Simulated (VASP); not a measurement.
## Hf: single point with PBEsol

The system is Hf.

```
Hf
1.0
     3.75282    0.00000    0.00000
    -1.87641    2.42897    0.00000
     0.00000    0.00000    4.62151
Hf
2
Direct
  0.33333 0.66667 0.25000
  0.66667 0.33333 0.75000
```

This cell differs from its parent crystal: strain +e along x and -e along y +0.1500, strain +e along z and -e/2 along x and y -0.0750.

| Item | Value |
| --- | --- |
| Program | VASP 6.6.1 |
| Task | single point |
| Functional | PBEsol |
| Potentials or basis | VASP PAW PBE potentials, release 64 (Hf_pv) |
| Cutoff | 520 eV |
| k mesh | 18 × 18 × 10 |
| Occupations | gaussian, width 0.15 eV |
| Spin | no spin polarisation |

The pressure is 3.8 GPa. The largest force is 1.139 eV/Å and the band gap on the k mesh is zero (bands 10 and 11 overlap by 1.40 eV).

Forces in eV/Å, atoms in the order of the input:
```
Hf   0.000 -1.139  0.000
Hf   0.000  1.139  0.000
```

Stress tensor (GPa, compression positive):
```
-4.84  0.00  0.00
 0.00  9.06  0.00
 0.00  0.00  7.15
```

Levels at points of the mesh, in eV from the Fermi level:
| k point | band 8 | band 9 | band 10 | band 11 | band 12 | band 13 |
| --- | --- | --- | --- | --- | --- | --- |
| (0.00, 0.00, 0.00) | -3.36 | -0.87 | 0.58 | 2.18 | 2.20 | 2.62 |
| (0.50, 0.00, 0.00) | -2.37 | -1.80 | -1.06 | 0.83 | 1.91 | 2.57 |
| (0.00, 0.50, 0.00) | -2.85 | -1.77 | -1.28 | 0.66 | 2.60 | 4.44 |
| (0.00, 0.00, 0.50) | -4.78 | -0.82 | -0.82 | 0.71 | 0.71 | 3.21 |
| (0.50, 0.00, 0.50) | -3.36 | -0.40 | -0.40 | 1.42 | 1.42 | 3.13 |
| (0.00, 0.50, 0.50) | -2.87 | -0.40 | -0.40 | 1.02 | 1.02 | 2.98 |

Wall time 3.4 min on 1 thread of Intel(R) Xeon(R) 6975P-C (Granite Rapids) (shared host), peak memory 0.42 GiB.

Caveat: the cell differs from its parent crystal (strain +e along x and -e along y +0.1500, strain +e along z and -e/2 along x and y -0.0750); the stress differs along the axes, from -5 to 9 GPa; the PAW data sets were made with another functional, which shifts forces and pressure a little; spin-orbit coupling is left out, which moves the levels of the heavy elements.
